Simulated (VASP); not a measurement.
Ti3Al:

```xyz
4
Lattice="2.9275 0.0000 0.0000 -1.4638 2.5353 0.0000 0.0000 0.0000 9.2264" Properties=species:S:1:pos:R:3 pbc="T T T"
Ti    1.4638    0.8451    0.0000
Ti    0.0000    1.6902    6.9253
Ti    0.0000    1.6902    2.3011
Al    1.4638    0.8451    4.6132
```

```yaml
Program: VASP 6.6.1
Task: relaxation of cell and atoms
Functional: PBEsol
Potentials_or_basis: VASP PAW PBE potentials, release 64 (Ti_sv, Al)
Cutoff: 600 eV
k_mesh: 18 × 18 × 6
Occupations: gaussian, width 0.1 eV
Spin: no spin polarisation
```

At the start: pressure -3.6 GPa; volume 17.12 Å³/atom.

Problem. How do energy, volume and symmetry change on relaxing?

Solution. Over 15 steps the energy falls by 6.4 meV/atom and the volume is 16.57 Å³/atom (-3.2 %); space group P-6m2 (No. 187, to 0.1 Å) before and after.

Step by step:
```csv
step,energy change (eV),largest force (eV/Å),pressure (GPa),volume (Å³)
1,0.0000,0.0770,-3.55,68.48
2,-0.0130,0.0142,2.53,64.78
3,-0.0255,0.0404,0.00,66.29
4,-0.0255,0.0415,0.04,66.24
5,-0.0257,0.0186,0.05,66.24
6,-0.0257,0.0106,0.05,66.24
7,-0.0257,0.0108,0.05,66.24
8,-0.0257,0.0083,0.05,66.24
9,-0.0257,0.0125,0.05,66.24
10,-0.0258,0.0053,0.00,66.29
11,-0.0258,0.0023,-0.05,66.32
12,-0.0258,0.0045,-0.09,66.31
13,-0.0258,0.0057,-0.07,66.30
14,-0.0258,0.0077,-0.06,66.30
15,-0.0258,0.0022,0.00,66.27
```

Final structure:
```
CELL_PARAMETERS angstrom
2.89411 0.00000 0.00000
-1.44705 2.50637 0.00000
0.00000 0.00000 9.13629
ATOMIC_POSITIONS crystal
Ti 0.66667 0.33333 0.00000
Ti 0.33333 0.66667 0.75134
Ti 0.33333 0.66667 0.24866
Al 0.66667 0.33333 0.50000
```

Caveat: the PAW data sets were made with another functional, which shifts forces and pressure a little.
